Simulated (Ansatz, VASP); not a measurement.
## SrOs: VASP beside Ansatz

File INCAR:

```
ALGO = Normal
EDIFF = 1E-6
ENCUT = 520
GGA = PS
ISIF = 2
ISMEAR = 0
LASPH = True
LCHARG = False
LREAL = False
LWAVE = False
NBANDS = 16
NELM = 80
PREC = Accurate
SIGMA = 0.05
```

The input KPOINTS:

```
k-points
0
Gamma
  10 10 10
```

The input POSCAR:

```
SrOs
1.0
    3.6003672161      0.0000000000      0.0000000000
    0.0000000000      3.6003672161      0.0000000000
    0.0000000000      0.0000000000      3.6003672161
Sr Os
1 1
Direct
    0.0000000000      0.0000000000      0.0000000000
    0.5000000000      0.5000000000      0.5000000000
```

Input for Ansatz:

```yaml
crystal:
  lattice:
    - [3.6003672161, 0.0, 0.0]
    - [0.0, 3.6003672161, 0.0]
    - [0.0, 0.0, 3.6003672161]
  atoms:
    - { symbol: Sr, position: [0.0, 0.0, 0.0] }
    - { symbol: Os, position: [0.5, 0.5, 0.5] }
basis:
  ecutwfc: 420
  ecutrho_ratio: 4
kpoints:
  mp_grid: { grid: [10, 10, 10] }
hamiltonian:
  xc: pbesol
scf:
  occupations: { method: gaussian, width: 0.05 }
output:
  forces: true
  stress: true
  eigenvalues: true
  populations: true
```

Alike in both runs: task single point; functional PBEsol; k mesh 10 × 10 × 10; occupations gaussian, width 0.05 eV; no spin polarisation.

```csv
,VASP,Ansatz
version,VASP 6.6.1,Ansatz 0.2.0
potentials or method,"VASP PAW PBE potentials, release 64 (Sr_sv, Os), cutoff 520 eV","scalar-relativistic, plane waves, PAW"
valence electrons in the cell,18,26
```

Ansatz gave:

* gap on the k mesh at the Fermi level (eV): none
* pressure (GPa): -4.1

Which values does VASP return?

gap on the k mesh at the Fermi level (eV): none; pressure (GPa): -3.8.

VASP's potentials were made for PBE, not for PBEsol. A gap of «none» marks a metal or a gap that the smearing closes. VASP's potentials hold 18 valence electrons a cell and Ansatz's 26, so a difference there can come from the potentials and not from the codes.

Spin-orbit coupling is off throughout.
